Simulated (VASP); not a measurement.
# Cu12O5 (a cell with a defect) in VASP: single point with PBE

Aim: the single point of Cu12O5 (a cell with a defect) with PBE.

Everything below comes from runs of VASP 6.6.1. Logs are shortened: lines on timing, memory, paths and dates and some standing lists are left out, and cuts for length are marked.

## Step 1: The cell of the first run

The cell holds a defect, 17 atoms: a = 6.079 Å, b = 6.079 Å, c = 7.445 Å, α = 90.00°, β = 90.00°, γ = 120.00°.

## Step 2: Single point, PBE (atoms taken out, then relaxed in part)

The input, INCAR:

```
ALGO = Normal
EDIFF = 1E-6
ENCUT = 520
GGA = PE
GGA_COMPAT = False
ISIF = 2
ISMEAR = 0
LASPH = True
LCHARG = False
LREAL = False
LWAVE = False
NBANDS = 95
NELM = 120
PREC = Accurate
SIGMA = 0.02
```

The input, KPOINTS:

```
k-points
0
Gamma
  4 4 3
```

The input, POSCAR:

```
Cu12O5
1.0
    4.2982410438      0.0000000000      4.2982410438
   -4.2982410438      4.2982410438      0.0000000000
   -4.2982410438     -4.2982410438      4.2982410438
Cu O
12 5
Direct
    0.6627754208      0.8316193319      0.5821747777
    0.3435483774      0.1719021937      0.9143282932
   -0.0457197735      0.4777080177      0.2523695790
    0.1697776670      0.3387554197      0.5824329205
    0.8294053432      0.6576040828      0.9143272873
    0.5255358291      0.0482973232      0.2522410575
    0.0002066934     -0.0001224434      0.2472217712
    0.6680048053      0.3350650899      0.5290617579
    0.3343577853      0.6673659733      0.9417897791
    0.1697742974      0.8316700179      0.5822320765
    0.8293755573      0.1719794567      0.9147675192
    0.5256422064      0.4776357142      0.2516760126
    0.3342138708      0.6674587608      0.6821048623
    0.0007693853      0.0003463390     -0.0041477591
    0.0008243527      0.0008420407      0.4993914918
    0.6674682140      0.3337753086      0.8035841986
    0.3347339472      0.6674774347      0.1944555424
```

Potentials or basis: VASP PAW PBE potentials, release 64 (Cu, O).

On the command line:

```sh
$ cat potpaw_PBE.64/Cu/POTCAR potpaw_PBE.64/O/POTCAR > POTCAR
$ mpirun -np 1 vasp_std > vasp.out
```

OUTCAR:

```text
EDIFF = 1E-6
   ENCUT = 520
   GGA = PE
   ISIF = 2
   ISMEAR = 0
   LASPH = True
   LREAL = False
   NELM = 120
   PREC = Accurate

 ion  position               nearest neighbor table
   1  0.663  0.832  0.582-  13 1.88  15 1.88
   2  0.344  0.172  0.914-  16 1.89  14 1.90
   3  0.954  0.478  0.252-  17 2.05   8 2.55  12 2.61   6 2.61
   4  0.170  0.339  0.582-  13 1.88  15 1.88
   5  0.829  0.658  0.914-  16 1.89  14 1.90
   6  0.526  0.048  0.252-  17 2.05   8 2.55   3 2.61  12 2.61
   7  0.000  1.000  0.247-  14 1.87  15 1.88
   8  0.668  0.335  0.529-  16 2.04   3 2.55  12 2.55   6 2.55
   9  0.334  0.667  0.942-  17 1.88  13 1.93
  10  0.170  0.832  0.582-  13 1.88  15 1.88
  11  0.829  0.172  0.915-  16 1.89  14 1.90
  12  0.526  0.478  0.252-  17 2.05   8 2.55   3 2.61   6 2.61
  13  0.334  0.667  0.682-   4 1.88   1 1.88  10 1.88   9 1.93
  14  0.001  0.000  0.996-   7 1.87   5 1.90   2 1.90  11 1.90
  15  0.001  0.001  0.499-   7 1.88   4 1.88   1 1.88  10 1.88
  16  0.667  0.334  0.804-   5 1.89   2 1.89  11 1.89   8 2.04
  17  0.335  0.667  0.194-   9 1.88   3 2.05  12 2.05   6 2.05

  LATTYP: Found a hexagonal cell.
 ALAT       =     6.0786307785
 C/A-ratio  =     1.2247448714

  Lattice vectors:

 A1 = (   4.2982410438,   0.0000000000,   4.2982410438)
 A2 = (  -4.2982410438,   4.2982410438,   0.0000000000)
 A3 = (  -4.2982410438,  -4.2982410438,   4.2982410438)

Analysis of symmetry for initial positions (statically):
=====================================================================
 Subroutine PRICEL returns:
 Original cell was already a primitive cell.

 Routine SETGRP: Setting up the symmetry group for a
 hexagonal supercell.

 Subroutine GETGRP returns: Found  1 space group operations
 (whereof  1 operations were pure point group operations)
 out of a pool of 24 trial point group operations.

The static configuration has the point symmetry C_1 .

Analysis of symmetry for dynamics (positions and initial velocities):
=====================================================================
 Subroutine PRICEL returns:
 Original cell was already a primitive cell.

 Routine SETGRP: Setting up the symmetry group for a
 hexagonal supercell.

 Subroutine GETGRP returns: Found  1 space group operations
 (whereof  1 operations were pure point group operations)
 out of a pool of 24 trial point group operations.

The dynamic configuration has the point symmetry C_1 .

 Subroutine INISYM returns: Found  1 space group operations
 (whereof  1 operations are pure point group operations),
 and found     1 'primitive' translations

----------------------------------------------------------------------------------------

                                     Primitive cell

  volume of cell :     238.2284

  direct lattice vectors                    reciprocal lattice vectors
     4.298241044  0.000000000  4.298241044     0.077551103  0.077551103  0.155102206
    -4.298241044  4.298241044  0.000000000    -0.077551103  0.155102206  0.077551103
    -4.298241044 -4.298241044  4.298241044    -0.077551103 -0.077551103  0.077551103

  length of vectors
     6.078630778  6.078630778  7.444771871     0.189960631  0.189960631  0.134322450

  position of ions in fractional coordinates (direct lattice)
     0.662775421  0.831619332  0.582174778
     0.343548377  0.171902194  0.914328293
     0.954280227  0.477708018  0.252369579
     0.169777667  0.338755420  0.582432920
     0.829405343  0.657604083  0.914327287
     0.525535829  0.048297323  0.252241058
[... 9 lines left out ...]
     0.667468214  0.333775309  0.803584199
     0.334733947  0.667477435  0.194455542

  ion indices of the primitive-cell ions
   primitive index   ion index
                 1           1
                 2           2
                 3           3
                 4           4
                 5           5
                 6           6
[... 9 lines left out ...]
                16          16
                17          17

----------------------------------------------------------------------------------------

 KPOINTS: k-points

Automatic generation of k-mesh.
 Grid dimensions read from file:
 generate k-points for:    4    4    3

 Generating k-lattice:

  Cartesian coordinates                     Fractional coordinates (reciprocal lattice)
     0.019387776  0.019387776  0.038775551     0.250000000  0.000000000  0.000000000
    -0.019387776  0.038775551  0.019387776     0.000000000  0.250000000  0.000000000
    -0.025850368 -0.025850368  0.025850368     0.000000000  0.000000000  0.333333333

  Length of vectors
     0.047490158  0.047490158  0.044774150

  Shift w.r.t. Gamma in fractional coordinates (k-lattice)
     0.000000000  0.000000000  0.000000000

 Subroutine IBZKPT returns following result:
 ===========================================

 Found     26 irreducible k-points:

 Following reciprocal coordinates:
            Coordinates               Weight
  0.000000  0.000000  0.000000      1.000000
  0.250000  0.000000  0.000000      2.000000
  0.000000  0.250000  0.000000      2.000000
 -0.250000  0.250000  0.000000      2.000000
  0.500000  0.000000  0.000000      1.000000
  0.000000  0.500000  0.000000      1.000000
[... 16 lines left out ...]
  0.500000  0.250000  0.333333      2.000000
 -0.250000 -0.250000  0.333333      2.000000
 [... further k-points ...]
   k-points           NKPTS =     26   k-points in BZ     NKDIM =     26   number of bands    NBANDS=     95
   number of dos      NEDOS =    301   number of ions     NIONS =     17
   total plane-waves  NPLWV = 129024
   dimension x,y,z NGX =    48 NGY =   48 NGZ =   56
   dimension x,y,z NGXF=    96 NGYF=   96 NGZF=  112
   ions per type =              12   5
   NGX,Y,Z   is equivalent  to a cutoff of  13.13, 13.13, 12.51 a.u.
   NGXF,Y,Z  is equivalent  to a cutoff of  26.26, 26.26, 25.01 a.u.
 SYSTEM =  unknown system
   PREC   = accura    normal or accurate (medium, high low for compatibility)
   ISTART =      0    job   : 0-new  1-cont  2-samecut
   ICHARG =      2    charge: 1-file 2-atom 10-const
   ISPIN  =      1    spin polarized calculation?
   LNONCOLLINEAR =      F non collinear calculations
   LSORBIT =      F    spin-orbit coupling
   LASPH  =      T    aspherical Exc in radial PAW
   ENCUT  =  520.0 eV  38.22 Ry    6.18 a.u.  11.30 11.30 13.84*2*pi/ulx,y,z
   NELM   =    120;   NELMIN=  2; NELMDL= -5     # of ELM steps
   EDIFF  = 0.1E-05   stopping-criterion for ELM
   LREAL  =      F    real-space projection
   EDIFFG = 0.1E-04   stopping-criterion for IOM
   NSW    =      0    number of steps for IOM
   IBRION =     -1    ionic relax: 0-MD 1-quasi-New 2-CG
   NFREE  =      0    steps in history (QN), initial steepest desc. (CG)
   ISIF   =      2    stress and relaxation
   ISYM   =      2    0-nonsym 1-usesym 2-fastsym
   POTIM  = 0.5000    time-step for ionic-motion
   TEBEG  =    0.0;   TEEND  =   0.0 temperature during run
   PSTRESS=    0.0 pullay stress
   NELECT =     162.0000    total number of electrons
   NUPDOWN=      -1.0000    fix difference up-down
   EMIN   =  10.00;   EMAX   =-10.00  energy-range for DOS
   EFERMI =   0.00;   METHOD = LEGACY
   ISMEAR =     0;   SIGMA  =   0.02  broadening in eV -4-tet -1-fermi 0-gaus
   EFERMI_NEDOS =   21; number of points for ismear=-14 and -15
   IALGO  =     38    algorithm
   IMIX   =      4    mixing-type and parameters
     AMIX     =   0.40;   BMIX     =  1.00
     AMIX_MAG =   1.60;   BMIX_MAG =  1.00
  volume/ion in A,a.u.               =      14.01        94.57
  Fermi-wavevector in a.u.,A,eV,Ry     =   1.439623  2.720492 28.198254  2.072513
  Thomas-Fermi vector in A             =   2.558458
   LORBIT       =      0    0 simple, 1 ext, 2 COOP (PROOUT), +10 PAW based schemes
   GGA     = PE    functional components
   LHFCALC =     F    Hartree Fock is set to
   AEXX    =    0.0000 exact exchange contribution
   IVDW    =     0    specifies the selected vdW correction
   LEPSILON=     F    determine dielectric tensor
   LRPA    =     F    only Hartree local field effects (RPA)
 non-spin polarized calculation
 Gauss-broadening in eV      SIGMA  =   0.02
  energy-cutoff  :      520.00
  volume of cell :      238.23
 maximum number of plane-waves:      6460
 NGX is ok and might be reduce to    48
   NGX = 23   NGY = 23   NGZ = 27

 number of electron     161.9999987 magnetization

 Free energy of the ion-electron system (eV)
  ---------------------------------------------------
  ext. energy  EPLUGINS =         0.00000000
  ---------------------------------------------------
  free energy    TOTEN  =       -74.48507086 eV

  energy without entropy =      -74.48507086  energy(sigma->0) =      -74.48507086

 E-fermi :   3.9298     XC(G=0): -10.7578

 val. band max:        3.8376445253   @ k =   0.0000   0.0000   0.0000
 cond. band min:       4.8607365973   @ k =   0.0000   0.0000   0.3333
 fundamental gap:      1.0230920720
 Fermi energy:         3.9297922182

 k-point     1 :       0.0000    0.0000    0.0000
  band No.  band energies     occupation
      1     -15.5289      2.00000
      2     -15.2786      2.00000
      3     -15.0880      2.00000
      4     -14.8001      2.00000
      5     -14.1599      2.00000
      6      -2.6503      2.00000
[... 85 lines left out ...]
     92       8.7652      0.00000
     93       8.7654      0.00000

 k-point     2 :       0.2500    0.0000    0.0000
  band No.  band energies     occupation
      1     -15.4815      2.00000
      2     -15.2516      2.00000
      3     -15.1310      2.00000
      4     -14.8378      2.00000
      5     -14.1591      2.00000
      6      -2.6822      2.00000
[... 2101 lines left out ...]
     92       8.8666      0.00000
     93       9.2398      0.00000

 k-point    24 :      -0.2500   -0.2500    0.3333
  band No.  band energies     occupation
      1     -15.3986      2.00000
      2     -15.2425      2.00000
      3     -15.1837      2.00000
      4     -14.8825      2.00000
      5     -14.1626      2.00000
      6      -2.6105      2.00000
[... 85 lines left out ...]
     92       8.8691      0.00000
     93       9.2397      0.00000

 [... further k-points ...]

 [bands above 93 left out]

------------------------ aborting loop because EDIFF is reached ----------------------------------------

  FORCE on cell =-STRESS in cart. coord.  units (eV):
  Direction    XX          YY          ZZ          XY          YZ          ZX
  --------------------------------------------------------------------------------------
  -------------------------------------------------------------------------------------
  Total      -10.2561844    -10.2580403    -10.2535329      0.0696103     -0.0564274     -0.0576726
  in kB      -68.9767691    -68.9892505    -68.9589367      0.4681561     -0.3794959     -0.3878706
  external PRESSURE =     -68.9749854 kB  Pullay stress =       0.0000000 kB

 VOLUME and BASIS-vectors are now :
 -----------------------------------------------------------------------------
  energy-cutoff  :      520.00
  volume of cell :      238.23
      direct lattice vectors                 reciprocal lattice vectors
     4.298241044  0.000000000  4.298241044     0.077551103  0.077551103  0.155102206
    -4.298241044  4.298241044  0.000000000    -0.077551103  0.155102206  0.077551103
    -4.298241044 -4.298241044  4.298241044    -0.077551103 -0.077551103  0.077551103

 POSITION                                       TOTAL-FORCE (eV/Angst)
 -----------------------------------------------------------------------------------
     -3.22806      1.07217      5.35110         0.005612      0.004733      0.006765
     -3.19223     -3.19113      5.40666        -0.009387     -0.009358      0.006911
      0.96368      0.96856      5.18647        -0.000379     -0.003620     -0.012081
     -3.22974     -1.04738      3.23318         0.006624     -0.003937     -0.006424
     -3.19156     -1.10346      7.49498        -0.011560     -0.005405      0.010457
      0.96709     -0.87660      3.34307        -0.005268      0.011076      0.001166
[... 9 lines left out ...]
     -2.01971     -2.01935      6.32294         0.036366      0.035305     -0.036629
     -2.26603      2.03316      2.27458        -0.031226     -0.026970      0.030352
 -----------------------------------------------------------------------------------
    total drift:                                0.004743      0.004219     -0.003061

  FREE ENERGIE OF THE ION-ELECTRON SYSTEM (eV)
  ---------------------------------------------------
  free  energy   TOTEN  =       -74.4850708626 eV

  energy  without entropy=      -74.4850708626  energy(sigma->0) =      -74.48507086
```

It took 30 min on 1 thread of Oxide Virtual Turin-like, shared host; peak memory 0.57 GiB.

Results:

```
Free energy            : -74.4851 eV
Pressure               : -6.9 GPa
Largest force          : 0.066 eV/Å
Band gap on the k mesh : 1.02 eV
```

Forces on the atoms (eV/Å):
```
Cu   0.006  0.005  0.007
Cu  -0.009 -0.009  0.007
Cu   0.000 -0.004 -0.012
Cu   0.007 -0.004 -0.006
Cu  -0.012 -0.005  0.010
Cu  -0.005  0.011  0.001
Cu  -0.013 -0.009  0.016
Cu   0.015  0.006 -0.012
Cu   0.028  0.029 -0.028
Cu  -0.007  0.006 -0.008
Cu  -0.003 -0.007  0.006
Cu   0.007 -0.007  0.004
O   -0.039 -0.039  0.037
O    0.004  0.007 -0.004
O    0.017  0.011 -0.012
O    0.036  0.035 -0.037
O   -0.031 -0.027  0.030
```

Levels at points of the mesh, in eV from the valence-band top:
```
           k point  band 79  band 80  band 81  band 82  band 83  band 84
(0.00, 0.00, 0.00)    -0.09     0.00     0.00     1.37     1.80     1.81
(0.50, 0.00, 0.00)    -0.35    -0.33    -0.18     1.17     1.89     2.09
(0.00, 0.50, 0.00)    -0.35    -0.33    -0.18     1.17     1.90     2.09
(0.50, 0.50, 0.00)    -0.35    -0.33    -0.18     1.17     1.90     2.09
```

Caveat: the cell differs from its parent crystal (atoms taken out, then relaxed in part).
